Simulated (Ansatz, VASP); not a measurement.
# Two plane-wave programs on BN

File INCAR:

```
SYSTEM = BN
PREC = Accurate
ENCUT = 600
EDIFF = 1E-7
ISMEAR = 0
SIGMA = 0.02
LREAL = .False.
LASPH = .True.
NELM = 120
ALGO = Normal
ISIF = 3
LWAVE = .False.
LCHARG = .False.
GGA = PE
IBRION = 2
NSW = 100
EDIFFG = -0.002
GGA_COMPAT = .False.
NELMIN = 4
```

File KPOINTS:

```
regular mesh
0
Gamma
  12 12 12
  0 0 0
```

POSCAR

```
BN
1.0
    0.0000000000      1.8075000000      1.8075000000
    1.8075000000      0.0000000000      1.8075000000
    1.8075000000      1.8075000000      0.0000000000
B N
1 1
Direct
    0.0000000000      0.0000000000      0.0000000000
    0.7500000000      0.7500000000      0.7500000000
```

Input for Ansatz:

```yaml
crystal:
  lattice:
    - [0.0, 1.8075, 1.8075]
    - [1.8075, 0.0, 1.8075]
    - [1.8075, 1.8075, 0.0]
  atoms:
    - { symbol: B, position: [0.0, 0.0, 0.0] }
    - { symbol: "N", position: [0.75, 0.75, 0.75] }
basis:
  ecutwfc: 420
kpoints:
  mp_grid: { grid: [12, 12, 12] }
hamiltonian:
  xc: pbe
scf:
  occupations: { method: gaussian, width: 0.02 }
output:
  forces: true
  stress: true
  eigenvalues: true
relax:
  adjacent_minimum: "off"
  f_tol: 0.002
  max_steps: 80
  cell: { stress_tol: 0.02 }
```

Alike in both runs: task relaxation of cell and atoms; functional PBE; k mesh 12 × 12 × 12; occupations gaussian, width 0.02 eV; no spin polarisation.

```csv
,VASP,Ansatz
version,VASP 6.6.1,Ansatz 0.2.0
potentials or method,"VASP PAW PBE potentials, release 64 (B, N), cutoff 600 eV","scalar-relativistic, plane waves, PAW"
valence electrons in the cell,8,8
```

```csv
,VASP,Ansatz,Ansatz less VASP
"gap on the k mesh at the Fermi level, each at its own relaxed structure (eV)",4.45,4.46,+0.012
relaxed volume (Å³/atom),5.95,5.95,0.000
relaxed cell length with the largest relative difference (Å),2.563,2.563,+0.0001
```
